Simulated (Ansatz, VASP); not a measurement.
Given: the input of a run of VASP 6.6.1 on HfB2.

INCAR

```
  PREC = Accurate
  ENCUT = 520
  EDIFF = 1E-6
  ISMEAR = -1
  SIGMA = 0.05
  LREAL = F
  LASPH = T
  NELM = 80
  ALGO = Normal
  ISIF = 2
  LWAVE = F
  LCHARG = T
  GGA = CA
  LELF = T
  LVHAR = T
  NBANDS = 15
```

File KPOINTS:

```
regular mesh
0
Gamma
  10 10 8
```

File POSCAR:

```
HfB2
1.0
    3.1607953080      0.0000000000      0.0000000000
   -1.5803976540      2.7373290329      0.0000000000
    0.0000000000      0.0000000000      3.5030470293
Hf B
1 2
Direct
    0.0000000000      0.0000000000      0.0000000000
    0.6666666667      0.3333333333      0.5000000000
    0.3333333333      0.6666666667      0.5000000000
```

Potentials or basis: VASP PAW LDA potentials, release 64 (Hf_pv, B).

Launch:

```console
$ cat potpaw_LDA.64/Hf_pv/POTCAR potpaw_LDA.64/B/POTCAR > POTCAR
$ mpirun -np 1 vasp_std > vasp.out
```

Translate it to Ansatz 0.2.0. Potentials there: Ansatz PAW.

As run (the cutoff follows the program's own potentials):

Contents of input.yaml:

```yaml
crystal:
  lattice:
    - [3.160795308, 0.0, 0.0]
    - [-1.580397654, 2.7373290329, 0.0]
    - [0.0, 0.0, 3.5030470293]
  atoms:
    - { symbol: Hf, position: [0.0, 0.0, 0.0] }
    - { symbol: B, position: [0.6666666667, 0.3333333333, 0.5] }
    - { symbol: B, position: [0.3333333333, 0.6666666667, 0.5] }
hamiltonian:
  xc: lda
  pseudopotentials: { kind: paw }
kpoints:
  mp_grid: { grid: [10, 10, 8] }
scf:
  occupations: { method: fermi_dirac, width: 0.05 }
output:
  forces: true
  stress: true
  eigenvalues: true
```

Potentials or basis: Ansatz PAW.

Launch:

```console
$ ansatz run input.yaml --threads 2 --pin off --max-ram 5632MiB --backend cpu --events-out ev --progress --plain --runs-dir out
```

Both were run:

|  | VASP | Ansatz | Ansatz less VASP |
| --- | --- | --- | --- |
| gap on the k mesh at the Fermi level (eV) | none | none | - |
| pressure (GPa) | -14.3 | -14.6 | -0.36 |
| traceless stress, the component that is largest in VASP (GPa) | 0.57 | 0.39 | -0.186 |

LDA's correlation is that of Perdew and Zunger in VASP and of Perdew and Wang (1992) in Ansatz. A gap of «none» marks a metal or a gap that the smearing closes. VASP's potentials hold 16 valence electrons a cell and Ansatz's 32, so a difference there can come from the potentials and not from the codes.

Spin-orbit coupling is off throughout.
